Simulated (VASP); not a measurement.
# Si: single point with PBE

Crystal: Si.

```
Si
1.0
     0.00000    2.79007    2.69047
     2.79007    0.00000    2.69047
     2.79007    2.79007    0.00000
Si
2
Direct
  0.50000 0.50000 0.50000
  0.75000 0.75000 0.75000
```

```yaml
Program: VASP 6.6.1
Task: single point
Functional: PBE
Potentials_or_basis: VASP PAW PBE potentials, release 64 (Si)
Cutoff: 520 eV
k_mesh: 10 × 10 × 10
Occupations: gaussian, width 0.05 eV
Spin: no spin polarisation
Dipole_correction: no
Further_INCAR_settings: ALGO = Normal; EDIFF = 1e-07; NBANDS = 11
```

- Pressure: -2.1 GPa
- Band gap on the k mesh: 0.28 eV (least direct gap 2.30 eV)

Stress tensor (GPa, compression positive):
```
-3.17  0.00  0.00
 0.00 -3.17  0.00
 0.00  0.00  0.12
```

Levels at points of the mesh, in eV from the valence-band top:
| k point | band 1 | band 2 | band 3 | band 4 | band 5 | band 6 | band 7 | band 8 | band 9 |
| --- | --- | --- | --- | --- | --- | --- | --- | --- | --- |
| (0.00, 0.00, 0.00) | -11.81 | -0.24 | -0.24 | 0.00 | 2.30 | 2.44 | 2.44 | 2.68 | 7.22 |
| (0.50, 0.00, 0.00) | -9.59 | -6.92 | -1.48 | -1.16 | 1.18 | 3.07 | 3.37 | 7.52 | 10.05 |
| (0.50, 0.50, 0.00) | -7.70 | -7.70 | -3.07 | -3.07 | 0.45 | 0.45 | 9.54 | 9.54 | 10.75 |
| (0.50, 0.00, 0.50) | -7.90 | -7.90 | -2.80 | -2.80 | 0.73 | 0.73 | 9.42 | 9.42 | 10.78 |

Run time: 68 s on 1 thread of AMD EPYC 7R13, with other jobs on the host, peak memory 0.15 GiB.

A k mesh can miss the band edges.
